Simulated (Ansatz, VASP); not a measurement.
Cs: VASP beside Ansatz

```xyz
1
Lattice="-2.9016 2.9016 2.7807 2.9016 -2.9016 2.7807 2.9016 2.9016 -2.7807" Properties=species:S:1:pos:R:3 pbc="T T T"
Cs    0.0000    0.0000    0.0000
```

Change from the starting cell: strain -0.040 along x and y, -0.080 along z, atoms carried along.

Alike in both runs: task single point; functional PBE; k mesh 12 × 12 × 12; occupations gaussian, width 0.15 eV; no spin polarisation.

```csv
,VASP,Ansatz
version,VASP 6.6.1,Ansatz 0.2.0
potentials or method,"VASP PAW PBE potentials, release 64 (Cs_sv), cutoff 520 eV","scalar-relativistic, plane waves, PAW"
valence electrons in the cell,9,9
```

```tsv
	VASP	Ansatz	Ansatz less VASP
gap on the k mesh at the Fermi level (eV)	none	none	-
pressure (GPa)	0.6	0.6	+0.01
```

A gap of «none» marks a metal or a gap that the smearing closes.

Neither program's run includes spin-orbit coupling.
